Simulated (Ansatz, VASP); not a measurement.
Two plane-wave programs on Al2Cu

```xyz
6
Lattice="2.8235 0.0715 0.0011 0.1194 5.0137 -0.0046 0.0037 -0.0065 6.2641" Properties=species:S:1:pos:R:3 pbc="T T T"
Al    2.8814    1.7357    1.1483
Al    1.5293    4.2062    1.1458
Al    1.4174    0.8724    5.1148
Al    2.8890    3.4144    5.1133
Cu    0.0018   -0.0032    3.1320
Cu    1.4733    2.5392    3.1303
```

Change from the starting cell: cell x2, atoms moved at random (sigma 0.15 Å) and cell strained at random (1.5 %), then relaxed without symmetry.

Alike in both runs: functional PBE; k mesh 8 × 4 × 4; occupations gaussian, width 0.2 eV; no spin polarisation.

Ansatz relaxed the structure, and its values are those at the end. VASP's run is a single point on that final structure, the one shown.

```csv
,VASP,Ansatz
version,VASP 6.6.1,Ansatz 0.2.0
potentials or method,"VASP PAW PBE potentials, release 64 (Al, Cu), cutoff 520 eV","scalar-relativistic, plane waves, PAW"
valence electrons in the cell,34,50
```

|  | VASP | Ansatz | Ansatz less VASP |
| --- | --- | --- | --- |
| gap on the k mesh at the Fermi level (eV) | none | none | - |
| pressure (GPa) | 0.0 | 0.0 | 0.00 |
| rms of the force components (eV/Å) | 0.010 | 0.002 | -0.0077 |

A gap of «none» marks a metal or a gap that the smearing closes. VASP's potentials hold 34 valence electrons a cell and Ansatz's 50, so a difference there can come from the potentials and not from the codes.
